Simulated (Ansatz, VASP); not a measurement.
# Rh: VASP beside Ansatz

```
CELL_PARAMETERS angstrom
0.00000 1.94953 1.94953
1.94953 0.00000 1.94953
1.94953 1.94953 0.00000
ATOMIC_POSITIONS crystal
Rh 0.00000 0.00000 0.00000
```

Alike in both runs: task single point; functional r2SCAN; k mesh 23 × 23 × 23; occupations fermi-dirac, width 0.05 eV; collinear spin.

|  | VASP | Ansatz |
| --- | --- | --- |
| version | VASP 6.6.1 | Ansatz 0.2.0 |
| potentials or method | VASP PAW PBE potentials, release 64 (Rh_pv), cutoff 520 eV | plane waves (500 eV) with PAW, scalar-relativistic |
| valence electrons in the cell | 15 | 17 |

|  | VASP | Ansatz | Ansatz less VASP |
| --- | --- | --- | --- |
| pressure (GPa) | -16.9 | -17.8 | -0.83 |
| net moment per atom (μB) | 0.00 | 0.00 | 0.000 |

VASP's potentials were made for PBE, not for r2SCAN. With one functional, cell and mesh, what is left measures potentials, basis and numerics. VASP's potentials hold 15 valence electrons a cell and Ansatz's 17, so a difference there can come from the potentials and not from the codes. Ansatz's warnings: seeded moment not kept, stability check not made.
